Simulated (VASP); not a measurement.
# Ru (Pm-3m) in VASP: a series of runs, part 2 of 2

VASP 6.6.1.

**3. Single point, PBEsol**

INCAR

```
PREC = Accurate
ENCUT = 520
EDIFF = 1E-6
ISMEAR = -1
SIGMA = 0.1
LREAL = False
LASPH = True
NELM = 100
ALGO = Normal
ISIF = 2
LWAVE = False
LCHARG = False
GGA = PS
NBANDS = 13
```

KPOINTS

```
Automatic mesh
0
Gamma
  16 16 16
```

POSCAR

```
Ru
1.0
    2.3607747196      0.0000000000      0.0000000000
    0.0000000000      2.3607747196      0.0000000000
    0.0000000000      0.0000000000      2.3607747196
Ru
1
Direct
    0.0000000000      0.0000000000      0.0000000000
```

Potentials or basis: VASP PAW PBE potentials, release 64 (Ru_pv).

Run with:

```sh
$ cat potpaw_PBE.64/Ru_pv/POTCAR > POTCAR
$ mpirun -np 1 vasp_std > vasp.out
```

OUTCAR:

```text
PREC = Accurate
   ENCUT = 520
   EDIFF = 1E-6
   ISMEAR = -1
   LREAL = False
   LASPH = True
   NELM = 100
   ISIF = 2
   GGA = PS

 ion  position               nearest neighbor table
   1  0.000  0.000  0.000-

  LATTYP: Found a simple cubic cell.
 ALAT       =     2.3607747196

  Lattice vectors:

 A1 = (   2.3607747196,   0.0000000000,   0.0000000000)
 A2 = (   0.0000000000,   2.3607747196,   0.0000000000)
 A3 = (   0.0000000000,   0.0000000000,   2.3607747196)

Analysis of symmetry for initial positions (statically):
=====================================================================
 Subroutine PRICEL returns:
 Original cell was already a primitive cell.

 Routine SETGRP: Setting up the symmetry group for a
 simple cubic supercell.

 Subroutine GETGRP returns: Found 48 space group operations
 (whereof 48 operations were pure point group operations)
 out of a pool of 48 trial point group operations.

The static configuration has the point symmetry O_h .

Analysis of symmetry for dynamics (positions and initial velocities):
=====================================================================
 Subroutine PRICEL returns:
 Original cell was already a primitive cell.

 Routine SETGRP: Setting up the symmetry group for a
 simple cubic supercell.

 Subroutine GETGRP returns: Found 48 space group operations
 (whereof 48 operations were pure point group operations)
 out of a pool of 48 trial point group operations.

The dynamic configuration has the point symmetry O_h .

 Subroutine INISYM returns: Found 48 space group operations
 (whereof 48 operations are pure point group operations),
 and found     1 'primitive' translations

----------------------------------------------------------------------------------------

                                     Primitive cell

  volume of cell :      13.1572

  direct lattice vectors                    reciprocal lattice vectors
     2.360774720  0.000000000  0.000000000     0.423589761  0.000000000  0.000000000
     0.000000000  2.360774720  0.000000000     0.000000000  0.423589761  0.000000000
     0.000000000  0.000000000  2.360774720     0.000000000  0.000000000  0.423589761

  length of vectors
     2.360774720  2.360774720  2.360774720     0.423589761  0.423589761  0.423589761

  position of ions in fractional coordinates (direct lattice)
     0.000000000  0.000000000  0.000000000

  ion indices of the primitive-cell ions
   primitive index   ion index
                 1           1

----------------------------------------------------------------------------------------

 KPOINTS: Automatic mesh

Automatic generation of k-mesh.
 Grid dimensions read from file:
 generate k-points for:   16   16   16

 Generating k-lattice:

  Cartesian coordinates                     Fractional coordinates (reciprocal lattice)
     0.026474360  0.000000000  0.000000000     0.062500000  0.000000000  0.000000000
     0.000000000  0.026474360  0.000000000     0.000000000  0.062500000  0.000000000
     0.000000000  0.000000000  0.026474360     0.000000000  0.000000000  0.062500000

  Length of vectors
     0.026474360  0.026474360  0.026474360

  Shift w.r.t. Gamma in fractional coordinates (k-lattice)
     0.000000000  0.000000000  0.000000000

 Subroutine IBZKPT returns following result:
 ===========================================

 Found    165 irreducible k-points:

 Following reciprocal coordinates:
            Coordinates               Weight
  0.000000  0.000000  0.000000      1.000000
  0.062500  0.000000  0.000000      6.000000
  0.125000  0.000000  0.000000      6.000000
  0.187500  0.000000  0.000000      6.000000
  0.250000  0.000000  0.000000      6.000000
  0.312500  0.000000  0.000000      6.000000
[... 16 lines left out ...]
  0.437500  0.125000  0.000000     24.000000
  0.500000  0.125000  0.000000     12.000000
 [... further k-points ...]
   k-points           NKPTS =    165   k-points in BZ     NKDIM =    165   number of bands    NBANDS=     13
   number of dos      NEDOS =    301   number of ions     NIONS =      1
   total plane-waves  NPLWV =   5832
   dimension x,y,z NGX =    18 NGY =   18 NGZ =   18
   dimension x,y,z NGXF=    36 NGYF=   36 NGZF=   36
   ions per type =               1
   NGX,Y,Z   is equivalent  to a cutoff of  12.68, 12.68, 12.68 a.u.
   NGXF,Y,Z  is equivalent  to a cutoff of  25.35, 25.35, 25.35 a.u.
 SYSTEM =  unknown system
   PREC   = accura    normal or accurate (medium, high low for compatibility)
   ISTART =      0    job   : 0-new  1-cont  2-samecut
   ICHARG =      2    charge: 1-file 2-atom 10-const
   ISPIN  =      1    spin polarized calculation?
   LNONCOLLINEAR =      F non collinear calculations
   LSORBIT =      F    spin-orbit coupling
   LASPH  =      T    aspherical Exc in radial PAW
   ENCUT  =  520.0 eV  38.22 Ry    6.18 a.u.   4.39  4.39  4.39*2*pi/ulx,y,z
   NELM   =    100;   NELMIN=  2; NELMDL= -5     # of ELM steps
   EDIFF  = 0.1E-05   stopping-criterion for ELM
   LREAL  =      F    real-space projection
   EDIFFG = 0.1E-04   stopping-criterion for IOM
   NSW    =      0    number of steps for IOM
   IBRION =     -1    ionic relax: 0-MD 1-quasi-New 2-CG
   NFREE  =      0    steps in history (QN), initial steepest desc. (CG)
   ISIF   =      2    stress and relaxation
   ISYM   =      2    0-nonsym 1-usesym 2-fastsym
   POTIM  = 0.5000    time-step for ionic-motion
   TEBEG  =    0.0;   TEEND  =   0.0 temperature during run
   PSTRESS=    0.0 pullay stress
   NELECT =      14.0000    total number of electrons
   NUPDOWN=      -1.0000    fix difference up-down
   EMIN   =  10.00;   EMAX   =-10.00  energy-range for DOS
   EFERMI =   0.00;   METHOD = LEGACY
   ISMEAR =    -1;   SIGMA  =   0.10  broadening in eV -4-tet -1-fermi 0-gaus
   EFERMI_NEDOS =   21; number of points for ismear=-14 and -15
   IALGO  =     38    algorithm
   IMIX   =      4    mixing-type and parameters
     AMIX     =   0.40;   BMIX     =  1.00
     AMIX_MAG =   1.60;   BMIX_MAG =  1.00
  volume/ion in A,a.u.               =      13.16        88.79
  Fermi-wavevector in a.u.,A,eV,Ry     =   1.671333  3.158361 38.005884  2.793354
  Thomas-Fermi vector in A             =   2.756674
   LORBIT       =      0    0 simple, 1 ext, 2 COOP (PROOUT), +10 PAW based schemes
   GGA     = PS    functional components
   LHFCALC =     F    Hartree Fock is set to
   AEXX    =    0.0000 exact exchange contribution
   IVDW    =     0    specifies the selected vdW correction
   LEPSILON=     F    determine dielectric tensor
   LRPA    =     F    only Hartree local field effects (RPA)
 non-spin polarized calculation
  energy-cutoff  :      520.00
  volume of cell :       13.16
 maximum number of plane-waves:       368
 NGX is ok and might be reduce to    18
   NGX =  9   NGY =  9   NGZ =  9

 number of electron      13.9999988 magnetization

 Free energy of the ion-electron system (eV)
  ---------------------------------------------------
  ext. energy  EPLUGINS =         0.00000000
  ---------------------------------------------------
  free energy    TOTEN  =        -8.66361945 eV

  energy without entropy =       -8.62667165  energy(sigma->0) =       -8.64514555

 E-fermi :  13.6224     XC(G=0): -14.3109

 val. band max:       13.6206199201   @ k =   0.3125   0.3125   0.0625
 cond. band min:      13.6333169418   @ k =   0.4375   0.2500   0.1875
 fundamental gap:      0.0126970217
 Fermi energy:        13.6224149177

 k-point     1 :       0.0000    0.0000    0.0000
  band No.  band energies     occupation
      1     -28.8317      2.00000
      2     -28.8317      2.00000
      3     -28.8317      2.00000
      4       5.2861      2.00000
      5       6.7507      2.00000
      6       6.7507      2.00000
      7      15.7994      0.00000
      8      15.7994      0.00000
      9      15.7994      0.00000
     10      24.2291      0.00000
     11      31.6155      0.00000
     12      31.6155      0.00000
     13      31.6155      0.00000
[... 353 lines left out ...]
 k-point    24 :       0.5000    0.1250    0.0000
  band No.  band energies     occupation
      1     -30.6312      2.00000
      2     -28.9335      2.00000
      3     -28.6372      2.00000
      4       8.0487      2.00000
      5       9.1384      2.00000
      6       9.9789      2.00000
      7      12.3513      1.99999
      8      15.1996      0.00000
      9      15.5924      0.00000
     10      22.7747      0.00000
     11      24.2347      0.00000
     12      30.7572      0.00000
     13      35.4175      0.00000

 [... further k-points ...]

------------------------ aborting loop because EDIFF is reached ----------------------------------------

  FORCE on cell =-STRESS in cart. coord.  units (eV):
  Direction    XX          YY          ZZ          XY          YZ          ZX
  --------------------------------------------------------------------------------------
  -------------------------------------------------------------------------------------
  Total        4.3325580      4.3325580      4.3325580      0.0000000      0.0000000     -0.0000000
  in kB      527.5836508    527.5836508    527.5836508      0.0000000      0.0000000     -0.0000000
  external PRESSURE =     527.5836508 kB  Pullay stress =       0.0000000 kB

 VOLUME and BASIS-vectors are now :
 -----------------------------------------------------------------------------
  energy-cutoff  :      520.00
  volume of cell :       13.16
      direct lattice vectors                 reciprocal lattice vectors
     2.360774720  0.000000000  0.000000000     0.423589761  0.000000000  0.000000000
     0.000000000  2.360774720  0.000000000     0.000000000  0.423589761  0.000000000
     0.000000000  0.000000000  2.360774720     0.000000000  0.000000000  0.423589761

 POSITION                                       TOTAL-FORCE (eV/Angst)
 -----------------------------------------------------------------------------------
      0.00000      0.00000      0.00000         0.000000      0.000000      0.000000
 -----------------------------------------------------------------------------------
    total drift:                                0.000000      0.000000      0.000000

  FREE ENERGIE OF THE ION-ELECTRON SYSTEM (eV)
  ---------------------------------------------------
  free  energy   TOTEN  =        -8.6636194477 eV

  energy  without entropy=       -8.6266716487  energy(sigma->0) =       -8.64514555
```

OSZICAR:

```text
N       E                     dE             d eps       ncg     rms          rms(c)
DAV:   1     0.109941185862E+03    0.10994E+03   -0.84159E+03  4338   0.115E+03
DAV:   2    -0.775790050570E+01   -0.11770E+03   -0.11241E+03  4710   0.330E+02
DAV:   3    -0.904406750232E+01   -0.12862E+01   -0.12818E+01  4910   0.382E+01
DAV:   4    -0.904779632508E+01   -0.37288E-02   -0.37288E-02  4670   0.221E+00
DAV:   5    -0.904782053142E+01   -0.24206E-04   -0.24205E-04  4895   0.161E-01    0.172E+01
DAV:   6    -0.869860270172E+01    0.34922E+00   -0.53272E-01  4380   0.933E+00    0.704E+00
DAV:   7    -0.866662288692E+01    0.31980E-01   -0.56055E-02  4655   0.280E+00    0.197E+00
DAV:   8    -0.866379147906E+01    0.28314E-02   -0.61628E-03  4455   0.106E+00    0.273E-01
DAV:   9    -0.866362295904E+01    0.16852E-03   -0.94547E-05  4725   0.135E-01    0.159E-02
DAV:  10    -0.866361942699E+01    0.35321E-05   -0.41118E-06  4647   0.238E-02    0.280E-03
DAV:  11    -0.866361944770E+01   -0.20711E-07   -0.15031E-07  2340   0.521E-03
   1 F= -.86636194E+01 E0= -.86451455E+01  d E =-.369478E-01
```

Wall time 18 s (1 thread of Intel Xeon 8259CL, shared host); peak memory 0.14 GiB.

What came out:

```
Free energy            : -8.6636 eV
Pressure               : 52.8 GPa
Band gap on the k mesh : zero (band 7 reaches 18.56 eV, above the bottom of band 8 at 12.11 eV)
```

Levels at points of the mesh, in eV from the Fermi level:
| k point | band 3 | band 4 | band 5 | band 6 | band 7 | band 8 | band 9 | band 10 | band 11 | band 12 |
| --- | --- | --- | --- | --- | --- | --- | --- | --- | --- | --- |
| (0.00, 0.00, 0.00) | -42.45 | -8.34 | -6.87 | -6.87 | 2.18 | 2.18 | 2.18 | 10.61 | 17.99 | 17.99 |
| (0.50, 0.00, 0.00) | -42.28 | -5.89 | -5.35 | -1.37 | -1.37 | -0.60 | 2.53 | 9.23 | 10.61 | 16.43 |
| (0.50, 0.50, 0.00) | -42.12 | -7.99 | -4.47 | -0.66 | -0.66 | 4.70 | 6.33 | 6.33 | 10.60 | 15.42 |
| (0.50, 0.50, 0.50) | -43.79 | -6.24 | -6.24 | -6.24 | 4.94 | 4.94 | 8.41 | 10.61 | 14.93 | 14.93 |

Caveat: the PAW data sets were made with another functional, which shifts forces and pressure a little.

**4. Relaxation of cell and atoms, PBEsol, target pressure 52 GPa, at which the enthalpy is minimised**

This run uses another cell than the first one, of 12.91 Å³/atom, 0.981 times its volume.

INCAR

```
PREC = Accurate
ENCUT = 600
EDIFF = 1E-7
ISMEAR = -1
SIGMA = 0.1
LREAL = False
LASPH = True
NELM = 100
ALGO = Normal
ISIF = 3
LWAVE = False
LCHARG = False
GGA = PS
IBRION = 2
NSW = 60
EDIFFG = -0.005
PSTRESS = 520.0
```

KPOINTS is that of step 3.

POSCAR

```
Ru
1.0
    2.3459012490      0.0000000000      0.0000000000
    0.0000000000      2.3459012490      0.0000000000
    0.0000000000      0.0000000000      2.3459012490
Ru
1
Direct
    0.0000000000      0.0000000000      0.0000000000
```

Run with:

```sh
$ cat potpaw_PBE.64/Ru_pv/POTCAR > POTCAR
$ mpirun -np 1 vasp_std > vasp.out
```

Run time: 1.7 min. Hardware: 1 thread of Intel Xeon 8259CL, shared host; peak memory 0.15 GiB.

Results (log left out):

```yaml
Free_energy: -8.6704 eV
Relaxed_volume: 13.18 Å³/atom
Relaxed_cell: a = 2.362 Å, b = 2.362 Å, c = 2.362 Å, α = 90.00°, β = 90.00°, γ = 90.00°
Space_group_after_relaxing_to_0.05_Å: Pm-3m (No. 221)
Energy_change_on_relaxing_the_enthalpy_is_what_falls: -95.2 meV/atom
Ionic_steps: 4
Pressure_after_relaxing: 52.0 GPa
Band_gap_on_the_k_mesh: zero (band 7 reaches 18.52 eV, above the bottom of band 8 at 12.08 eV)
```

Step by step:
```
step  energy change (eV)  largest force (eV/Å)  pressure (GPa)  volume (Å³)
   1              0.0000                0.0000           62.08        12.91
   2             -0.3566                0.0000           15.00        14.49
   3             -0.0992                0.0000           51.55        13.19
   4             -0.0952                0.0000           51.98        13.18
```

Final structure:
```yaml
crystal:
  lattice:
    - [2.36202, 0.00000, 0.00000]
    - [0.00000, 2.36202, 0.00000]
    - [0.00000, 0.00000, 2.36202]
  atoms:
    - { symbol: Ru, position: [0.00000, 0.00000, 0.00000] }
```

Levels at points of the mesh, in eV from the Fermi level:
| k point | band 5 | band 6 | band 7 | band 8 | band 9 | band 10 |
| --- | --- | --- | --- | --- | --- | --- |
| (0.00, 0.00, 0.00) | -6.86 | -6.86 | 2.17 | 2.17 | 2.17 | 10.61 |
| (0.50, 0.00, 0.00) | -5.34 | -1.37 | -1.37 | -0.60 | 2.53 | 9.21 |
| (0.50, 0.50, 0.00) | -4.46 | -0.66 | -0.66 | 4.69 | 6.33 | 6.33 |
| (0.50, 0.50, 0.50) | -6.22 | -6.22 | 4.93 | 4.93 | 8.42 | 10.61 |

Caveat: the cell is relaxed towards a set pressure, so the enthalpy falls and the energy may rise; the PAW data sets were made with another functional, which shifts forces and pressure a little.

**5. Relaxation of cell and atoms, PBEsol, target pressure 52 GPa, at which the enthalpy is minimised**

INCAR

```
SYSTEM = Ru
PREC = Accurate ; ENCUT = 600
EDIFF = 1E-7 ; ISMEAR = -1
SIGMA = 0.1 ; LREAL = .FALSE.
LASPH = .TRUE. ; NELM = 80
ALGO = Normal ; ISIF = 3
LWAVE = .FALSE. ; LCHARG = .FALSE.
GGA = PS ; IBRION = 2
NSW = 32 ; EDIFFG = -0.005
PSTRESS = 520.0
```

KPOINTS

```
Automatic mesh
0
G
  16 16 16
  0 0 0
```

POSCAR

```
Ru
1.0
    2.3606419384      0.0000000000      0.0000000000
    0.0000000000      2.3606419384      0.0000000000
    0.0000000000      0.0000000000      2.3606419384
Ru
1
Direct
    0.0000000000      0.0000000000      0.0000000000
```

Run with:

```sh
$ cat potpaw_PBE.64/Ru_pv/POTCAR > POTCAR
$ mpirun -np 1 vasp_std > vasp.out
```

Wall time 70 s (1 thread of Intel Xeon 8259CL, shared host); peak memory 0.15 GiB.

Results (log left out):

```
Free energy                                            : -8.6706 eV
Relaxed volume                                         : 13.18 Å³/atom
Relaxed cell                                           : a = 2.362 Å, b = 2.362 Å, c = 2.362 Å, α = 90.00°, β = 90.00°, γ = 90.00°
Space group after relaxing (to 0.05 Å)                 : Pm-3m (No. 221)
Energy change on relaxing (the enthalpy is what falls) : -7.5 meV/atom
Ionic steps                                            : 3
Pressure after relaxing                                : 52.0 GPa
Band gap on the k mesh                                 : zero (band 7 reaches 18.52 eV, above the bottom of band 8 at 12.08 eV)
```

Step by step:
```csv
step,energy change (eV),largest force (eV/Å),pressure (GPa),volume (Å³)
1,0.0000,0.0000,52.82,13.15
2,-0.0406,0.0000,48.29,13.28
3,-0.0075,0.0000,52.01,13.18
```

Final structure:
```xyz
1
Lattice="2.3620 0.0000 0.0000 0.0000 2.3620 0.0000 0.0000 0.0000 2.3620" Properties=species:S:1:pos:R:3 pbc="T T T"
Ru    0.0000    0.0000    0.0000
```

Levels at points of the mesh, in eV from the Fermi level:
```tsv
k point	band 4	band 5	band 6	band 7	band 8	band 9	band 10	band 11
(0.00, 0.00, 0.00)	-8.33	-6.86	-6.86	2.17	2.17	2.17	10.61	17.98
(0.50, 0.00, 0.00)	-5.88	-5.34	-1.37	-1.37	-0.60	2.53	9.21	10.62
(0.50, 0.50, 0.00)	-7.97	-4.46	-0.66	-0.66	4.69	6.33	6.33	10.61
(0.50, 0.50, 0.50)	-6.22	-6.22	-6.22	4.93	4.93	8.42	10.61	14.91
```

Caveat: the cell is relaxed towards a set pressure, so the enthalpy falls and the energy may rise; the PAW data sets were made with another functional, which shifts forces and pressure a little.

**6. Overview**

```csv
task,cell,cutoff (eV),gap on the mesh (eV),pressure (GPa)
single point,"a = 2.361 Å, 1 atom",520,none,52.8
relaxation of cell and atoms,"relaxed to 52 GPa from a = 2.346 Å, 1 atom",600,none,52.0
relaxation of cell and atoms,"relaxed to 52 GPa from a = 2.361 Å, 1 atom",600,none,52.0
```

Alike in all rows: level PBEsol; potentials or basis VASP PAW PBE potentials, release 64 (Ru_pv); no spin polarisation; k mesh 16 × 16 × 16; smearing fermi-dirac 0.1 eV.

Caveats: the PAW data sets were made with another functional, which shifts forces and pressure a little; the cell is relaxed towards a set pressure, so the enthalpy falls and the energy may rise (some runs).

Total energies depend on the potentials used, so only differences within one code and one set of settings carry meaning.
